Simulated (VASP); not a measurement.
Cu3Mo:

```
CELL_PARAMETERS angstrom
4.04950 0.00000 0.00000
0.00000 4.04950 0.00000
0.00000 0.00000 4.04950
ATOMIC_POSITIONS crystal
Cu 0.00000 0.50000 0.50000
Cu 0.50000 0.00000 0.50000
Cu 0.50000 0.50000 0.00000
Mo 0.00000 0.00000 0.00000
```

- Program: VASP 6.6.1
- Task: relaxation of cell and atoms
- Functional: PBE
- Potentials or basis: VASP PAW PBE potentials, release 64 (Cu, Mo_sv)
- Cutoff: 600 eV
- k mesh: 4 × 4 × 4
- Occupations: gaussian, width 0.1 eV
- Spin: no spin polarisation

At the start: pressure -20.7 GPa; volume 16.60 Å³/atom.

Question: How do energy, volume and symmetry change on relaxing?

Answer: Over 3 steps the energy falls by 264.3 meV/atom and the volume is 13.34 Å³/atom (-19.6 %); space group Pm-3m (No. 221, to 0.05 Å).

Step by step:
| step | energy change (eV) | largest force (eV/Å) | pressure (GPa) | volume (Å³) |
| --- | --- | --- | --- | --- |
| 1 | 0.0000 | 0.0000 | -20.65 | 66.41 |
| 2 | -0.7232 | 0.0000 | 22.18 | 47.89 |
| 3 | -1.0571 | 0.0000 | -0.37 | 53.36 |

Final structure:
```
Cu Mo
1.0
     3.76476    0.00000    0.00000
     0.00000    3.76476    0.00000
     0.00000    0.00000    3.76476
Cu Mo
3 1
Direct
  0.00000 0.50000 0.50000
  0.50000 0.00000 0.50000
  0.50000 0.50000 0.00000
  0.00000 0.00000 0.00000
```

Caveat: the k points lie up to 0.42 Å⁻¹ apart in the final cell; the volume moved by over 15 % at a fixed basis, so the end points are rough.
